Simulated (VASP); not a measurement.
Here is a VASP 6.6.1 calculation.

Contents of INCAR:

```
  PREC = Accurate
  ENCUT = 520
  EDIFF = 1E-6
  ISMEAR = 0
  SIGMA = 0.02
  LREAL = False
  LASPH = True
  NELM = 100
  ALGO = Normal
  ISIF = 2
  LWAVE = False
  LCHARG = False
  GGA = PE
  NBANDS = 46
```

File KPOINTS:

```
Automatic mesh
0
Gamma
  8 8 4
```

Contents of POSCAR:

```
InGa3P4
1.0
    3.9653661000      0.0000000000      0.0000000000
    0.0000000000      3.9653661000      0.0000000000
    0.0000000000      0.0000000000     11.2880173000
In Ga P
1 3 4
Direct
    0.5000000000      0.5000000000      0.0000000000
    0.0000000000      0.0000000000      0.7402420000
    0.0000000000      0.0000000000      0.2597580000
    0.5000000000      0.5000000000      0.5000000000
    0.5000000000      0.0000000000      0.8591390000
    0.0000000000      0.5000000000      0.1408610000
    0.5000000000      0.0000000000      0.3799500000
    0.0000000000      0.5000000000      0.6200500000
```

Potentials or basis: VASP PAW PBE potentials, release 64 (In_d, Ga_d, P).

Command:

```bash
$ cat potpaw_PBE.64/In_d/POTCAR potpaw_PBE.64/Ga_d/POTCAR potpaw_PBE.64/P/POTCAR > POTCAR
$ mpirun -np 1 vasp_std > vasp.out
```

Predict the pressure.

0.0 GPa.

What does it give for the band gap on the k mesh?

1.11 eV.

What does it give for the largest force?

0.006 eV/Å.

Forces on the atoms (eV/Å):
```
In   0.000  0.000  0.000
Ga   0.000  0.000  0.001
Ga   0.000  0.000 -0.001
Ga   0.000  0.000  0.000
P    0.000  0.000  0.006
P    0.000  0.000 -0.006
P    0.000  0.000  0.000
P    0.000  0.000  0.000
```

Caveat: spin-orbit coupling is left out, which moves the levels of the heavy elements. A k mesh can miss the band edges.
